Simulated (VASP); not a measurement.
Ag: relaxation of cell and atoms with PBE

Crystal: Ag.

```
Ag
1.0
     0.00000    3.19854    3.19854
     3.19854    0.00000    3.19854
     3.19854    3.19854    0.00000
Ag
2
Direct
  0.00000 0.00000 0.00000
  0.25000 0.25000 0.25000
```

This isn't the form of Ag at room conditions, which is fcc.

```yaml
Program: VASP 6.6.1
Task: relaxation of cell and atoms
Functional: PBE
Potentials_or_basis: VASP PAW PBE potentials, release 64 (Ag)
Cutoff: 600 eV
k_mesh: 11 × 11 × 11
Occupations: fermi-dirac, width 0.05 eV
Spin: no spin polarisation
Dipole_correction: no
Further_INCAR_settings: ALGO = Normal; EDIFF = 1e-06; IBRION = 2; EDIFFG = -0.005; NSW = 100; ISIF = 3
```

The relaxed volume is 30.04 Å³/atom. The relaxed cell is a = 4.396 Å, b = 4.396 Å, c = 4.396 Å, α = 60.00°, β = 60.00°, γ = 60.00°. The space group after relaxing (to 0.1 Å) is Fd-3m (No. 227). The energy gained by relaxing is 19.4 meV/atom. The ionic steps are 3 and the pressure after relaxing is 0.0 GPa. The band gap on the k mesh is zero (bands 11 and 12 overlap by 0.54 eV).

Step by step:
```csv
step,energy change (eV),largest force (eV/Å),pressure (GPa),volume (Å³)
1,0.0000,0.0000,-2.06,65.45
2,-0.0352,0.0000,-0.72,61.53
3,-0.0387,0.0000,-0.02,60.08
```

Final structure:
```
Ag
1.0
     0.00000    3.10853    3.10853
     3.10853    0.00000    3.10853
     3.10853    3.10853    0.00000
Ag
2
Direct
  0.00000 0.00000 0.00000
  0.25000 0.25000 0.25000
```

Levels at points of the mesh, in eV from the Fermi level:
| k point | band 9 | band 10 | band 11 | band 12 | band 13 | band 14 |
| --- | --- | --- | --- | --- | --- | --- |
| (0.00, 0.00, 0.00) | -3.25 | -2.71 | -2.71 | 8.42 | 8.42 | 8.42 |

Run time: 2.8 min on 1 thread of Intel Xeon 8259CL, with other jobs on the host, peak memory 0.25 GiB.
